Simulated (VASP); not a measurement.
Wanted: the native input for a VASP 6.6.1 run.

```yaml
Task: relaxation of cell and atoms
Functional: PBE
Potentials_or_basis: VASP PAW PBE potentials, release 64 (P)
Cutoff: 600 eV
k_mesh: 23 × 23 × 23
Occupations: fermi-dirac, width 0.08 eV
Spin: no spin polarisation
Target_pressure: 450 GPa
Dipole_correction: no
Further_INCAR_settings: ALGO = Normal; EDIFF = 1e-06; IBRION = 2; EDIFFG = -0.005; NSW = 32; ISIF = 3
```

The structure of P lies in POSCAR:

```
P
1.0
   -1.1555238155      1.1555238155      1.1555238155
    1.1555238155     -1.1555238155      1.1555238155
    1.1555238155      1.1555238155     -1.1555238155
P
1
Direct
    0.0000000000      0.0000000000      0.0000000000
```

One way to write it, as run:

INCAR

```
SYSTEM = P
ALGO = Normal
EDIFF = 1E-6
EDIFFG = -0.005
ENCUT = 600
GGA = PE
IBRION = 2
ISIF = 3
ISMEAR = -1
LASPH = .TRUE.
LCHARG = .FALSE.
LREAL = .FALSE.
LWAVE = .FALSE.
NELM = 100
NSW = 32
PREC = Accurate
PSTRESS = 4500.0
SIGMA = 0.08
```

KPOINTS

```
k-points
0
G
  23 23 23
  0 0 0
```

Potentials or basis: VASP PAW PBE potentials, release 64 (P).

The run is started by

```sh
$ cat potpaw_PBE.64/P/POTCAR > POTCAR
$ mpirun -np 1 vasp_std > vasp.out
```

It gave:

The relaxed volume is 6.14 Å³/atom and the relaxed cell is a = 1.998 Å, b = 1.998 Å, c = 1.998 Å, α = 109.47°, β = 109.47°, γ = 109.47°. The space group after relaxing (to 0.05 Å) is Im-3m (No. 229), the energy change on relaxing (the enthalpy is what falls) is +84.4 meV/atom and the ionic steps are 3. The pressure after relaxing is 449.9 GPa.

Caveat: the cell is relaxed towards a set pressure, so the enthalpy falls and the energy may rise.

Run time: 9.9 s on 1 thread of Intel(R) Xeon(R) Platinum 8488C (Sapphire Rapids) (shared host), peak memory 0.12 GiB.
